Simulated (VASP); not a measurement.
# CsSnI3 (Pm-3m) in VASP: single point with LDA

Aim: the single point of CsSnI3 with LDA.

All numbers are computed with VASP 6.6.1; they aren't measurements. Logs are shortened: lines on timing, memory, paths and dates and some standing lists are left out, and cuts for length are marked.

**1. The cell of the first run**

Symmetry: Pm-3m, No. 221, cubic system. The conventional cell has a = 6.206 Å, b = 6.206 Å, c = 6.206 Å, α = 90.00°, β = 90.00°, γ = 90.00°. Cs (site symmetry m-3m) has 12 I at 4.39 Å and 8 Sn at 5.37 Å within 5.8 Å. Within 4.1 Å of Sn (site symmetry m-3m) lie 6 I at 3.10 Å. Within 4.1 Å of I (site symmetry 4/mmm) lie 2 Sn at 3.10 Å.

**2. Single point, LDA**

Input file INCAR:

```
ALGO = Normal
EDIFF = 1E-6
ENCUT = 520
GGA = CA
ISIF = 2
ISMEAR = 0
LASPH = True
LCHARG = False
LREAL = False
LWAVE = False
NBANDS = 30
NELM = 60
PREC = Accurate
SIGMA = 0.1
```

Input file KPOINTS:

```
k-points
0
Gamma
  4 4 4
```

Input file POSCAR:

```
CsSnI3
1.0
    6.2057000000      0.0000000000      0.0000000000
    0.0000000000      6.2057000000      0.0000000000
    0.0000000000      0.0000000000      6.2057000000
Cs Sn I
1 1 3
Direct
    0.0000000000      0.0000000000      0.0000000000
    0.5000000000      0.5000000000      0.5000000000
    0.0000000000      0.5000000000      0.5000000000
    0.5000000000      0.0000000000      0.5000000000
    0.5000000000      0.5000000000      0.0000000000
```

Potentials or basis: VASP PAW LDA potentials, release 64 (Cs_sv, Sn_d, I).

Started as:

```console
$ cat potpaw_LDA.64/Cs_sv/POTCAR potpaw_LDA.64/Sn_d/POTCAR potpaw_LDA.64/I/POTCAR > POTCAR
$ mpirun -np 1 vasp_std > vasp.out
```

OUTCAR:

```text
EDIFF = 1E-6
   ENCUT = 520
   GGA = CA
   ISIF = 2
   ISMEAR = 0
   LASPH = True
   LREAL = False
   NELM = 60
   PREC = Accurate

 ion  position               nearest neighbor table
   1  0.000  0.000  0.000-
   2  0.500  0.500  0.500-   3 3.10   4 3.10   5 3.10   5 3.10   4 3.10   3 3.10
   3  0.000  0.500  0.500-   2 3.10   2 3.10
   4  0.500  0.000  0.500-   2 3.10   2 3.10
   5  0.500  0.500  0.000-   2 3.10   2 3.10

  LATTYP: Found a simple cubic cell.
 ALAT       =     6.2057000000

  Lattice vectors:

 A1 = (   6.2057000000,   0.0000000000,   0.0000000000)
 A2 = (   0.0000000000,   6.2057000000,   0.0000000000)
 A3 = (   0.0000000000,   0.0000000000,   6.2057000000)

Analysis of symmetry for initial positions (statically):
=====================================================================
 Subroutine PRICEL returns:
 Original cell was already a primitive cell.

 Routine SETGRP: Setting up the symmetry group for a
 simple cubic supercell.

 Subroutine GETGRP returns: Found 48 space group operations
 (whereof 48 operations were pure point group operations)
 out of a pool of 48 trial point group operations.

The static configuration has the point symmetry O_h .

Analysis of symmetry for dynamics (positions and initial velocities):
=====================================================================
 Subroutine PRICEL returns:
 Original cell was already a primitive cell.

 Routine SETGRP: Setting up the symmetry group for a
 simple cubic supercell.

 Subroutine GETGRP returns: Found 48 space group operations
 (whereof 48 operations were pure point group operations)
 out of a pool of 48 trial point group operations.

The dynamic configuration has the point symmetry O_h .

 Subroutine INISYM returns: Found 48 space group operations
 (whereof 48 operations are pure point group operations),
 and found     1 'primitive' translations

----------------------------------------------------------------------------------------

                                     Primitive cell

  volume of cell :     238.9859

[... 73 lines left out ...]
   ISPIN  =      1    spin polarized calculation?
   LNONCOLLINEAR =      F non collinear calculations
   LSORBIT =      F    spin-orbit coupling
   LASPH  =      T    aspherical Exc in radial PAW
   ENCUT  =  520.0 eV  38.22 Ry    6.18 a.u.  11.54 11.54 11.54*2*pi/ulx,y,z
   NELM   =     60;   NELMIN=  2; NELMDL= -5     # of ELM steps
   EDIFF  = 0.1E-05   stopping-criterion for ELM
   LREAL  =      F    real-space projection
   EDIFFG = 0.1E-04   stopping-criterion for IOM
   NSW    =      0    number of steps for IOM
   IBRION =     -1    ionic relax: 0-MD 1-quasi-New 2-CG
   NFREE  =      0    steps in history (QN), initial steepest desc. (CG)
   ISIF   =      2    stress and relaxation
   ISYM   =      2    0-nonsym 1-usesym 2-fastsym
   POTIM  = 0.5000    time-step for ionic-motion
   TEBEG  =    0.0;   TEEND  =   0.0 temperature during run
   PSTRESS=    0.0 pullay stress
   NELECT =      44.0000    total number of electrons
   NUPDOWN=      -1.0000    fix difference up-down
   EMIN   =  10.00;   EMAX   =-10.00  energy-range for DOS
   EFERMI =   0.00;   METHOD = LEGACY
   ISMEAR =     0;   SIGMA  =   0.10  broadening in eV -4-tet -1-fermi 0-gaus
   EFERMI_NEDOS =   21; number of points for ismear=-14 and -15
   IALGO  =     38    algorithm
   IMIX   =      4    mixing-type and parameters
     AMIX     =   0.40;   BMIX     =  1.00
     AMIX_MAG =   1.60;   BMIX_MAG =  1.00
  volume/ion in A,a.u.               =      47.80       322.55
  Fermi-wavevector in a.u.,A,eV,Ry     =   0.931326  1.759950 11.801253  0.867368
  Thomas-Fermi vector in A             =   2.057807
   LORBIT       =      0    0 simple, 1 ext, 2 COOP (PROOUT), +10 PAW based schemes
   GGA     = CA    functional components
   LHFCALC =     F    Hartree Fock is set to
   AEXX    =    0.0000 exact exchange contribution
   IVDW    =     0    specifies the selected vdW correction
   LEPSILON=     F    determine dielectric tensor
   LRPA    =     F    only Hartree local field effects (RPA)
 non-spin polarized calculation
 Gauss-broadening in eV      SIGMA  =   0.10
  energy-cutoff  :      520.00
  volume of cell :      238.99
 maximum number of plane-waves:      6488
 NGX is ok and might be reduce to    48
   NGX = 23   NGY = 23   NGZ = 23

 number of electron      43.9999983 magnetization

 Free energy of the ion-electron system (eV)
  ---------------------------------------------------
  ext. energy  EPLUGINS =         0.00000000
  ---------------------------------------------------
  free energy    TOTEN  =       -15.93638681 eV

  energy without entropy =      -15.93584798  energy(sigma->0) =      -15.93611740

 E-fermi :   2.7400     XC(G=0):  -7.8826

 val. band max:        2.6266303837   @ k =   0.5000   0.5000   0.5000
 cond. band min:       2.8881107913   @ k =   0.5000   0.5000   0.5000
 fundamental gap:      0.2614804076
 Fermi energy:         2.7400365339

 k-point     1 :       0.0000    0.0000    0.0000
  band No.  band energies     occupation
      1     -19.5378      2.00000
      2     -19.3690      2.00000
      3     -19.3690      2.00000
      4     -19.3446      2.00000
      5     -19.3446      2.00000
      6     -19.3446      2.00000
[... 319 lines left out ...]
     29       6.5101      0.00000
     30       7.7495      0.00000

------------------------ aborting loop because EDIFF is reached ----------------------------------------

  FORCE on cell =-STRESS in cart. coord.  units (eV):
  Direction    XX          YY          ZZ          XY          YZ          ZX
  --------------------------------------------------------------------------------------
  -------------------------------------------------------------------------------------
  Total       -1.9166610     -1.9166610     -1.9166610     -0.0000000      0.0000000     -0.0000000
  in kB      -12.8494208    -12.8494208    -12.8494208     -0.0000000      0.0000000     -0.0000000
  external PRESSURE =     -12.8494208 kB  Pullay stress =       0.0000000 kB

 VOLUME and BASIS-vectors are now :
 -----------------------------------------------------------------------------
  energy-cutoff  :      520.00
  volume of cell :      238.99
      direct lattice vectors                 reciprocal lattice vectors
     6.205700000  0.000000000  0.000000000     0.161142176  0.000000000  0.000000000
     0.000000000  6.205700000  0.000000000     0.000000000  0.161142176  0.000000000
     0.000000000  0.000000000  6.205700000     0.000000000  0.000000000  0.161142176

 POSITION                                       TOTAL-FORCE (eV/Angst)
 -----------------------------------------------------------------------------------
      0.00000      0.00000      0.00000         0.000000      0.000000      0.000000
      3.10285      3.10285      3.10285         0.000000      0.000000      0.000000
      0.00000      3.10285      3.10285         0.000000      0.000000      0.000000
      3.10285      0.00000      3.10285         0.000000      0.000000      0.000000
      3.10285      3.10285      0.00000         0.000000      0.000000      0.000000
 -----------------------------------------------------------------------------------
    total drift:                                0.000000     -0.000000     -0.000000

  FREE ENERGIE OF THE ION-ELECTRON SYSTEM (eV)
  ---------------------------------------------------
  free  energy   TOTEN  =       -15.9363868079 eV

  energy  without entropy=      -15.9358479827  energy(sigma->0) =      -15.93611740
```

OSZICAR:

```text
N       E                     dE             d eps       ncg     rms          rms(c)
DAV:   1     0.345494928635E+03    0.34549E+03   -0.18216E+04   600   0.136E+03
DAV:   2     0.297069076259E+02   -0.31579E+03   -0.30148E+03   692   0.277E+02
DAV:   3    -0.141282580156E+02   -0.43835E+02   -0.43445E+02   702   0.116E+02
DAV:   4    -0.161676325689E+02   -0.20394E+01   -0.20317E+01   764   0.288E+01
DAV:   5    -0.162296909936E+02   -0.62058E-01   -0.62050E-01   896   0.487E+00    0.420E+00
DAV:   6    -0.159761497330E+02    0.25354E+00   -0.35839E-01   774   0.322E+00    0.273E+00
DAV:   7    -0.159389008086E+02    0.37249E-01   -0.24245E-01   786   0.196E+00    0.923E-01
DAV:   8    -0.159369520658E+02    0.19487E-02   -0.39353E-02   748   0.126E+00    0.260E-01
DAV:   9    -0.159364935395E+02    0.45853E-03   -0.39619E-03   756   0.454E-01    0.862E-02
DAV:  10    -0.159363999999E+02    0.93540E-04   -0.43796E-04   780   0.121E-01    0.378E-02
DAV:  11    -0.159363908807E+02    0.91192E-05   -0.20161E-04   806   0.830E-02    0.327E-02
DAV:  12    -0.159363874587E+02    0.34220E-05   -0.22672E-05   732   0.204E-02    0.218E-02
DAV:  13    -0.159363868079E+02    0.65081E-06   -0.15870E-06   626   0.792E-03
   1 F= -.15936387E+02 E0= -.15936117E+02  d E =-.538825E-03
```

stdout:

```text
POSCAR found type information on POSCAR CsSnI
 POSCAR found :  3 types and       5 ions
 scaLAPACK will be used
 LDA part: xc-table for (Slater(with rela. corr.)+CA(PZ))
 , standard interpolation
 POSCAR, INCAR and KPOINTS ok, starting setup
 FFT: planning ... GRIDC
 FFT: planning ... GRID_SOFT
 FFT: planning ... GRID
 WAVECAR not read
 entering main loop
```

Wall time 74 s (1 thread of AMD EPYC 7R43 (Zen 3), shared host); peak memory 0.26 GiB.

What came out:

* Free energy: -15.9364 eV
* Pressure: -1.3 GPa
* Band gap on the k mesh: 0.26 eV, direct

Levels at points of the mesh, in eV from the valence-band top:
```csv
k point,band 18,band 19,band 20,band 21,band 22,band 23,band 24,band 25,band 26,band 27
"(0.00, 0.00, 0.00)",-2.26,-2.26,-2.10,-2.10,-2.10,1.93,2.95,2.95,3.35,3.35
"(0.50, 0.00, 0.00)",-2.51,-2.44,-2.23,-2.23,-1.54,1.04,3.54,3.72,4.09,4.13
"(0.50, 0.50, 0.00)",-2.59,-2.59,-2.46,-1.67,-0.76,0.73,0.73,3.94,4.03,4.24
"(0.50, 0.50, 0.50)",-2.45,-1.65,-1.65,-1.65,0.00,0.26,0.26,0.26,2.79,3.88
```

Caveat: spin-orbit coupling is left out, which moves the levels of the heavy elements.
